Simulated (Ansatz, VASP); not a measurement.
Two plane-wave programs on InPd

INCAR

```
SYSTEM = InPd
ALGO = Fast ; EDIFF = 1E-6
ENCUT = 520 ; GGA = PE
ISIF = 2 ; ISMEAR = 0
LASPH = .True. ; LCHARG = .False.
LREAL = .False. ; LWAVE = .False.
NBANDS = 18 ; NELM = 100
PREC = Accurate ; SIGMA = 0.15
```

The input KPOINTS:

```
k-points
0
Gamma
  14 14 14
  0 0 0
```

Contents of POSCAR:

```
InPd
1.0
    3.2667572751      0.0000000000      0.0000000000
    0.0000000000      3.2667572751      0.0000000000
    0.0000000000      0.0000000000      3.3822762378
In Pd
1 1
Direct
   -0.0161521247      0.0000000000      0.0000000000
    0.5174267493      0.5000000000      0.5000000000
```

Input for Ansatz:

```yaml
crystal:
  lattice:
    - [3.2667572751, 0.0, 0.0]
    - [0.0, 3.2667572751, 0.0]
    - [0.0, 0.0, 3.3822762378]
  atoms:
    - { symbol: In, position: [-0.0161521247, 0.0, 0.0] }
    - { symbol: Pd, position: [0.5174267493, 0.5, 0.5] }
basis:
  ecutwfc: 420
kpoints:
  mp_grid: { grid: [14, 14, 14] }
hamiltonian:
  xc: pbe
scf:
  occupations: { method: gaussian, width: 0.15 }
output:
  forces: true
  stress: true
  eigenvalues: true
```

Change from the starting cell: mode 4 frozen in at -0.058 Å, strain +e along z and -e/2 along x and y +0.0233.

Alike in both runs: task single point; functional PBE; k mesh 14 × 14 × 14; occupations gaussian, width 0.15 eV; no spin polarisation.

|  | VASP | Ansatz |
| --- | --- | --- |
| version | VASP 6.6.1 | Ansatz 0.2.0 |
| potentials or method | VASP PAW PBE potentials, release 64 (In_d, Pd), cutoff 520 eV | scalar-relativistic, plane waves, PAW |
| valence electrons in the cell | 23 | 31 |

```csv
,VASP,Ansatz,Ansatz less VASP
gap on the k mesh at the Fermi level (eV),none,none,-
pressure (GPa),0.6,0.6,-0.01
"traceless stress, the component that is largest in VASP (GPa)",-0.42,-0.42,-0.001
rms of the force components (eV/Å),0.219,0.215,-0.0036
```

Atom by atom the forces differ by 0.004 eV/Å (rms over components). A gap of «none» marks a metal or a gap that the smearing closes. VASP's potentials hold 23 valence electrons a cell and Ansatz's 31, so a difference there can come from the potentials and not from the codes.
